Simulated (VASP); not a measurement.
# MgSnO4 (P4/mmm) in VASP: further runs

The runs below take MgSnO4 through single point, relaxation of cell and atoms, with PBE.

Everything below comes from runs of VASP 6.6.1. Logs are shortened: lines on timing, memory, paths and dates and some standing lists are left out, and cuts for length are marked.

### Step 1. The cell of the first run

Symmetry: P4/mmm, No. 123, tetragonal system. The conventional cell has a = 3.985 Å, b = 3.985 Å, c = 4.296 Å, α = 90.00°, β = 90.00°, γ = 90.00°. Mg (site symmetry 4/mmm) has 8 O at 2.26 Å and 4 Sn at 2.82 Å within 3.0 Å. Sn (site symmetry 4/mmm) has 8 O at 2.26 Å and 4 Mg at 2.82 Å within 3.0 Å. O (site symmetry 2mm) has 6 O at 2.14 to 2.82 Å and 2 Mg at 2.26 Å and 2 Sn at 2.26 Å within 2.9 Å.

The cell was generated, and may not be a known phase.

### Step 2. Single point, PBE

The input, INCAR:

```
  PREC = Accurate
  ENCUT = 520
  EDIFF = 1E-7
  ISMEAR = 0
  SIGMA = 0.1
  LREAL = F
  LASPH = T
  NELM = 80
  ALGO = Normal
  ISIF = 2
  LWAVE = F
  LCHARG = T
  GGA = PE
  LELF = T
  LVHAR = T
  NBANDS = 29
```

The input, KPOINTS:

```
regular mesh
0
Gamma
  4 4 4
```

The input, POSCAR:

```
MgSnO4
1.0
    3.9851596914      0.0000000000      0.0000000000
    0.0000000000      3.9851596914      0.0000000000
    0.0000000000      0.0000000000      4.2958742502
Mg Sn O
1 1 4
Direct
    0.5000000000      0.5000000000      0.5000000000
    0.0000000000      0.0000000000      0.5000000000
    0.0000000000      0.5000000000      0.2507013650
    0.5000000000      0.0000000000      0.7492986350
    0.0000000000      0.5000000000      0.7492986350
    0.5000000000      0.0000000000      0.2507013650
```

Potentials or basis: VASP PAW PBE potentials, release 64 (Mg, Sn_d, O).

Started as:

```
> cat potpaw_PBE.64/Mg/POTCAR potpaw_PBE.64/Sn_d/POTCAR potpaw_PBE.64/O/POTCAR > POTCAR
> mpirun -np 1 vasp_std > vasp.out
```

OUTCAR:

```text
PREC = Accurate
   ENCUT = 520
   EDIFF = 1E-7
   ISMEAR = 0
   LREAL = F
   LASPH = T
   NELM = 80
   ISIF = 2
   GGA = PE

 ion  position               nearest neighbor table
   1  0.500  0.500  0.500-   3 2.26   4 2.26   5 2.26   6 2.26   4 2.26   6 2.26   3 2.26   5 2.26
                             2 2.82   2 2.82   2 2.82   2 2.82
   2  0.000  0.000  0.500-   3 2.26   4 2.26   5 2.26   6 2.26   3 2.26   5 2.26   4 2.26   6 2.26
                             1 2.82   1 2.82   1 2.82   1 2.82
   3  0.000  0.500  0.251-   1 2.26   2 2.26   2 2.26   1 2.26
   4  0.500  0.000  0.749-   1 2.26   2 2.26   1 2.26   2 2.26
   5  0.000  0.500  0.749-   1 2.26   2 2.26   2 2.26   1 2.26
   6  0.500  0.000  0.251-   1 2.26   2 2.26   1 2.26   2 2.26

  LATTYP: Found a simple tetragonal cell.
 ALAT       =     3.9851596914
 C/A-ratio  =     1.0779679066

  Lattice vectors:

 A1 = (   3.9851596914,   0.0000000000,   0.0000000000)
 A2 = (   0.0000000000,   3.9851596914,   0.0000000000)
 A3 = (   0.0000000000,   0.0000000000,   4.2958742502)

Analysis of symmetry for initial positions (statically):
=====================================================================
 Subroutine PRICEL returns:
 Original cell was already a primitive cell.

 Routine SETGRP: Setting up the symmetry group for a
 simple tetragonal supercell.

 Subroutine GETGRP returns: Found 16 space group operations
 (whereof 16 operations were pure point group operations)
 out of a pool of 16 trial point group operations.

The static configuration has the point symmetry D_4h.

Analysis of symmetry for dynamics (positions and initial velocities):
=====================================================================
 Subroutine PRICEL returns:
 Original cell was already a primitive cell.

 Routine SETGRP: Setting up the symmetry group for a
 simple tetragonal supercell.

 Subroutine GETGRP returns: Found 16 space group operations
 (whereof 16 operations were pure point group operations)
 out of a pool of 16 trial point group operations.

The dynamic configuration has the point symmetry D_4h.

 Subroutine INISYM returns: Found 16 space group operations
 (whereof 16 operations are pure point group operations),
 and found     1 'primitive' translations

----------------------------------------------------------------------------------------

                                     Primitive cell

  volume of cell :      68.2249

  direct lattice vectors                    reciprocal lattice vectors
     3.985159691  0.000000000  0.000000000     0.250930973  0.000000000  0.000000000
     0.000000000  3.985159691  0.000000000     0.000000000  0.250930973  0.000000000
     0.000000000  0.000000000  4.295874250     0.000000000  0.000000000  0.232781488

  length of vectors
     3.985159691  3.985159691  4.295874250     0.250930973  0.250930973  0.232781488

  position of ions in fractional coordinates (direct lattice)
     0.500000000  0.500000000  0.500000000
     0.000000000  0.000000000  0.500000000
     0.000000000  0.500000000  0.250701365
     0.500000000  0.000000000  0.749298635
     0.000000000  0.500000000  0.749298635
     0.500000000  0.000000000  0.250701365

  ion indices of the primitive-cell ions
   primitive index   ion index
                 1           1
                 2           2
                 3           3
                 4           4
                 5           5
                 6           6

----------------------------------------------------------------------------------------

 KPOINTS: regular mesh

Automatic generation of k-mesh.
 Grid dimensions read from file:
 generate k-points for:    4    4    4

 Generating k-lattice:

  Cartesian coordinates                     Fractional coordinates (reciprocal lattice)
     0.062732743  0.000000000  0.000000000     0.250000000  0.000000000  0.000000000
     0.000000000  0.062732743  0.000000000     0.000000000  0.250000000  0.000000000
     0.000000000  0.000000000  0.058195372     0.000000000  0.000000000  0.250000000

  Length of vectors
     0.062732743  0.062732743  0.058195372

  Shift w.r.t. Gamma in fractional coordinates (k-lattice)
     0.000000000  0.000000000  0.000000000

 Subroutine IBZKPT returns following result:
 ===========================================

 Found     18 irreducible k-points:

 Following reciprocal coordinates:
            Coordinates               Weight
  0.000000  0.000000  0.000000      1.000000
  0.250000  0.000000  0.000000      4.000000
  0.500000  0.000000  0.000000      2.000000
  0.250000  0.250000  0.000000      4.000000
  0.500000  0.250000  0.000000      4.000000
  0.500000  0.500000  0.000000      1.000000
[... 10 lines left out ...]
  0.500000  0.250000  0.500000      4.000000
  0.500000  0.500000  0.500000      1.000000
   k-points           NKPTS =     18   k-points in BZ     NKDIM =     18   number of bands    NBANDS=     29
   number of dos      NEDOS =    301   number of ions     NIONS =      6
   total plane-waves  NPLWV =  28800
   dimension x,y,z NGX =    30 NGY =   30 NGZ =   32
   dimension x,y,z NGXF=    60 NGYF=   60 NGZF=   64
   ions per type =               1   1   4
   NGX,Y,Z   is equivalent  to a cutoff of  12.51, 12.51, 12.38 a.u.
   NGXF,Y,Z  is equivalent  to a cutoff of  25.03, 25.03, 24.77 a.u.
 SYSTEM =  unknown system
   PREC   = accura    normal or accurate (medium, high low for compatibility)
   ISTART =      0    job   : 0-new  1-cont  2-samecut
   ICHARG =      2    charge: 1-file 2-atom 10-const
   ISPIN  =      1    spin polarized calculation?
   LNONCOLLINEAR =      F non collinear calculations
   LSORBIT =      F    spin-orbit coupling
   LASPH  =      T    aspherical Exc in radial PAW
   ENCUT  =  520.0 eV  38.22 Ry    6.18 a.u.   7.41  7.41  7.99*2*pi/ulx,y,z
   NELM   =     80;   NELMIN=  2; NELMDL= -5     # of ELM steps
   EDIFF  = 0.1E-06   stopping-criterion for ELM
   LREAL  =      F    real-space projection
   EDIFFG = 0.1E-05   stopping-criterion for IOM
   NSW    =      0    number of steps for IOM
   IBRION =     -1    ionic relax: 0-MD 1-quasi-New 2-CG
   NFREE  =      0    steps in history (QN), initial steepest desc. (CG)
   ISIF   =      2    stress and relaxation
   ISYM   =      2    0-nonsym 1-usesym 2-fastsym
   POTIM  = 0.5000    time-step for ionic-motion
   TEBEG  =    0.0;   TEEND  =   0.0 temperature during run
   PSTRESS=    0.0 pullay stress
   NELECT =      40.0000    total number of electrons
   NUPDOWN=      -1.0000    fix difference up-down
   EMIN   =  10.00;   EMAX   =-10.00  energy-range for DOS
   EFERMI =   0.00;   METHOD = LEGACY
   ISMEAR =     0;   SIGMA  =   0.10  broadening in eV -4-tet -1-fermi 0-gaus
   EFERMI_NEDOS =   21; number of points for ismear=-14 and -15
   IALGO  =     38    algorithm
   IMIX   =      4    mixing-type and parameters
     AMIX     =   0.40;   BMIX     =  1.00
     AMIX_MAG =   1.60;   BMIX_MAG =  1.00
  volume/ion in A,a.u.               =      11.37        76.73
  Fermi-wavevector in a.u.,A,eV,Ry     =   1.370189  2.589282 25.543823  1.877418
  Thomas-Fermi vector in A             =   2.495997
   LORBIT       =      0    0 simple, 1 ext, 2 COOP (PROOUT), +10 PAW based schemes
   GGA     = PE    functional components
   LHFCALC =     F    Hartree Fock is set to
   AEXX    =    0.0000 exact exchange contribution
   IVDW    =     0    specifies the selected vdW correction
   LEPSILON=     F    determine dielectric tensor
   LRPA    =     F    only Hartree local field effects (RPA)
 non-spin polarized calculation
 Gauss-broadening in eV      SIGMA  =   0.10
  energy-cutoff  :      520.00
  volume of cell :       68.22
 maximum number of plane-waves:      1856
 NGX is ok and might be reduce to    30
   NGX = 15   NGY = 15   NGZ = 15

 number of electron      39.9999996 magnetization

 Free energy of the ion-electron system (eV)
  ---------------------------------------------------
  ext. energy  EPLUGINS =         0.00000000
  ---------------------------------------------------
  free energy    TOTEN  =       -30.33338518 eV

  energy without entropy =      -30.30860764  energy(sigma->0) =      -30.32099641

 E-fermi :   5.1322     XC(G=0): -10.7827

 val. band max:        5.1320749747   @ k =   0.5000   0.0000   0.2500
 cond. band min:       5.1387849634   @ k =   0.5000   0.5000   0.2500
 fundamental gap:      0.0067099887
 Fermi energy:         5.1322235129

 k-point     1 :       0.0000    0.0000    0.0000
  band No.  band energies     occupation
      1     -17.0740      2.00000
      2     -16.7354      2.00000
      3     -16.6346      2.00000
      4     -16.6346      2.00000
      5     -16.6277      2.00000
      6     -14.7429      2.00000
[... 21 lines left out ...]
     28      15.7892      0.00000
     29      15.8423      0.00000

 k-point     2 :       0.2500    0.0000    0.0000
  band No.  band energies     occupation
      1     -16.9962      2.00000
      2     -16.7006      2.00000
      3     -16.6938      2.00000
      4     -16.6344      2.00000
      5     -16.6335      2.00000
      6     -14.5234      2.00000
[... 21 lines left out ...]
     28      15.6839      0.00000
     29      16.5333      0.00000

 k-point     3 :       0.5000    0.0000    0.0000
  band No.  band energies     occupation
      1     -16.9367      2.00000
      2     -16.7636      2.00000
      3     -16.6411      2.00000
      4     -16.6324      2.00000
      5     -16.6324      2.00000
      6     -13.9647      2.00000
[... 21 lines left out ...]
     28      15.9485      0.00000
     29      16.6974      0.00000

 k-point     4 :       0.2500    0.2500    0.0000
  band No.  band energies     occupation
      1     -16.8844      2.00000
      2     -16.7008      2.00000
      3     -16.6979      2.00000
      4     -16.6762      2.00000
      5     -16.6427      2.00000
      6     -14.3593      2.00000
[... 405 lines left out ...]
     28      16.2051      0.00000
     29      19.2977      0.00000

 k-point    17 :       0.5000    0.2500    0.5000
  band No.  band energies     occupation
      1     -16.7948      2.00000
      2     -16.7753      2.00000
      3     -16.7172      2.00000
      4     -16.6507      2.00000
      5     -16.6229      2.00000
      6     -13.2798      2.00000
[... 21 lines left out ...]
     28      17.7889      0.00000
     29      18.4059      0.00000

 k-point    18 :       0.5000    0.5000    0.5000
  band No.  band energies     occupation
      1     -16.7930      2.00000
      2     -16.7930      2.00000
      3     -16.6606      2.00000
      4     -16.6359      2.00000
      5     -16.6202      2.00000
      6     -13.2407      2.00000
[... 21 lines left out ...]
     28      17.4834      0.00000
     29      17.4834      0.00000

------------------------ aborting loop because EDIFF is reached ----------------------------------------

  FORCE on cell =-STRESS in cart. coord.  units (eV):
  Direction    XX          YY          ZZ          XY          YZ          ZX
  --------------------------------------------------------------------------------------
  -------------------------------------------------------------------------------------
  Total       -0.0198384     -0.0198384     -0.0695888      0.0000000      0.0000000     -0.0000000
  in kB       -0.4658810     -0.4658810     -1.6342061      0.0000000      0.0000000     -0.0000000
  external PRESSURE =      -0.8553227 kB  Pullay stress =       0.0000000 kB

 VOLUME and BASIS-vectors are now :
 -----------------------------------------------------------------------------
  energy-cutoff  :      520.00
  volume of cell :       68.22
      direct lattice vectors                 reciprocal lattice vectors
     3.985159691  0.000000000  0.000000000     0.250930973  0.000000000  0.000000000
     0.000000000  3.985159691  0.000000000     0.000000000  0.250930973  0.000000000
     0.000000000  0.000000000  4.295874250     0.000000000  0.000000000  0.232781488

 POSITION                                       TOTAL-FORCE (eV/Angst)
 -----------------------------------------------------------------------------------
      1.99258      1.99258      2.14794         0.000000      0.000000      0.000000
      0.00000      0.00000      2.14794         0.000000      0.000000      0.000000
      0.00000      1.99258      1.07698        -0.000000      0.000000     -0.041819
      1.99258      0.00000      3.21889         0.000000     -0.000000      0.041819
      0.00000      1.99258      3.21889        -0.000000      0.000000      0.041819
      1.99258      0.00000      1.07698         0.000000      0.000000     -0.041819
 -----------------------------------------------------------------------------------
    total drift:                                0.000000     -0.000000     -0.000000

  FREE ENERGIE OF THE ION-ELECTRON SYSTEM (eV)
  ---------------------------------------------------
  free  energy   TOTEN  =       -30.3333851841 eV

  energy  without entropy=      -30.3086076390  energy(sigma->0) =      -30.32099641
```

Run time: 38 s. Hardware: 1 thread of Oxide Virtual Turin-like, shared host; peak memory 0.15 GiB.

What came out:

```
Free energy            : -30.3334 eV
Pressure               : -0.1 GPa
Largest force          : 0.042 eV/Å
Band gap on the k mesh : zero (bands 20 and 21 overlap by 3.24 eV)
```

Forces in eV/Å, atoms in the order of the input:
```
Mg   0.000  0.000  0.000
Sn   0.000  0.000  0.000
O    0.000  0.000 -0.042
O    0.000  0.000  0.042
O    0.000  0.000  0.042
O    0.000  0.000 -0.042
```

Levels at points of the mesh, in eV from the Fermi level:
```tsv
k point	band 16	band 17	band 18	band 19	band 20	band 21	band 22	band 23	band 24	band 25
(0.00, 0.00, 0.00)	-2.79	-2.79	-1.68	-1.13	-1.13	1.00	1.27	4.91	5.36	7.56
(0.50, 0.00, 0.00)	-3.29	-2.13	-2.02	-1.94	1.14	1.20	2.16	6.18	7.45	7.54
(0.50, 0.50, 0.00)	-2.32	-2.14	-1.40	-0.66	1.19	1.19	3.24	5.54	5.54	8.24
(0.00, 0.00, 0.50)	-2.38	-2.38	-2.18	-1.80	-1.70	-1.70	-0.26	3.20	6.35	7.43
(0.50, 0.00, 0.50)	-2.90	-2.80	-2.70	-2.50	-2.17	-2.04	2.64	5.69	6.65	7.80
(0.50, 0.50, 0.50)	-2.07	-2.07	-1.91	-1.86	-1.71	-1.19	3.93	6.14	6.14	7.45
```

Caveat: the k points lie up to 0.39 Å⁻¹ apart, too coarse for converged energies and pressures of a metal; spin-orbit coupling is left out, which moves the levels of the heavy elements.

[end of part 1 of 2]

The gap in the log of VASP goes by the Fermi energy; the results here count the filled bands.